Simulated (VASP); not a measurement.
A run of VASP 6.6.1:

The input INCAR:

```
SYSTEM = Zr
ALGO     = Normal         ! electronic algorithm
EDIFF    = 1E-8           ! SCF threshold, eV
ENCUT    = 520            ! plane-wave cutoff, eV
GGA      = PS             ! functional
ISIF     = 2              ! what is computed and relaxed
ISMEAR   = -1             ! smearing method
LASPH    = .True.         ! aspherical terms in the spheres
LCHARG   = .False.        ! write CHGCAR
LEFG     = .True.       
LREAL    = .False.        ! projectors in reciprocal space
LWAVE    = .False.        ! write WAVECAR
NBANDS   = 19             ! bands
NELM     = 80             ! most SCF steps
PREC     = Accurate       ! precision mode
SIGMA    = 0.08           ! smearing width, eV
```

The input KPOINTS:

```
k-points
0
Gamma
  13 13 7
  0 0 0
```

Contents of POSCAR:

```
Zr
1.0
    3.2319982225      0.0484799733      0.0484799733
   -1.5740142227      2.7747525789      0.0177449018
    0.0772050000      0.0772050000      5.1470000000
Zr
2
Direct
    0.3333333333      0.6666666667      0.2500000000
    0.6666666667      0.3333333333      0.7500000000
```

Potentials or basis: VASP PAW PBE potentials, release 64 (Zr_sv).

The run is started by

```sh
$ cat potpaw_PBE.64/Zr_sv/POTCAR > POTCAR
$ mpirun -np 1 vasp_std > vasp.out
```

Hardware: 1 thread of Intel(R) Xeon(R) Platinum 8259CL CPU @ 2.50GHz (Skylake/Cascade Lake) (shared host).

Question: Estimate the wall time of this run.

Answer: Wall time 5.8 min on 1 thread of Intel(R) Xeon(R) Platinum 8259CL CPU @ 2.50GHz (Skylake/Cascade Lake), with other jobs on the host, peak memory 0.5 GiB. Counts: scf iterations 15, k points 592.
